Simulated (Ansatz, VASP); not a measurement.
**PbF2: VASP beside Ansatz**

```
Pb F
1.0
    -0.02970    2.95500    2.95500
     2.95500   -0.02970    2.95500
     2.95500    2.95500   -0.02970
Pb F
1 2
Direct
  0.00000 0.00000 0.00000
  0.25000 0.25000 0.25000
  0.75000 0.75000 0.75000
```

Change from the starting cell: equal xy, yz and zx shear strains of -1 %, PAW files.

Alike in both runs: task electric field gradients; functional LDA; k mesh 7 × 7 × 7; occupations fermi-dirac, width 0.03 eV; no spin polarisation.

```csv
,VASP,Ansatz
version,VASP 6.6.1,Ansatz 0.2.0
potentials or method,"VASP PAW LDA potentials, release 64 (Pb_d, F)","PAW with Ansatz's default frozen-core files, scalar-relativistic"
plane-wave cutoff (eV),520,420
valence electrons in the cell,28,28
```

Ansatz gave:

* gap on the k mesh at the Fermi level (eV): 4.29
* pressure (GPa): -4.9
* traceless stress, the component that is largest in VASP (GPa): 0.29
* rms of the force components (eV/Å): 0.016
* size of Vzz on the site where it differs most (V/Å²): 23.9

Task: What did VASP give for the same quantities?

Result: gap on the k mesh at the Fermi level (eV): 4.25; pressure (GPa): -4.9; traceless stress, the component that is largest in VASP (GPa): 0.30; rms of the force components (eV/Å): 0.017; size of Vzz on the site where it differs most (V/Å²): 21.3.

LDA's correlation is that of Perdew and Zunger in VASP and of Perdew and Wang (1992) in Ansatz. Atom by atom the forces differ by 0.001 eV/Å (rms over components).

Neither program's run includes spin-orbit coupling.
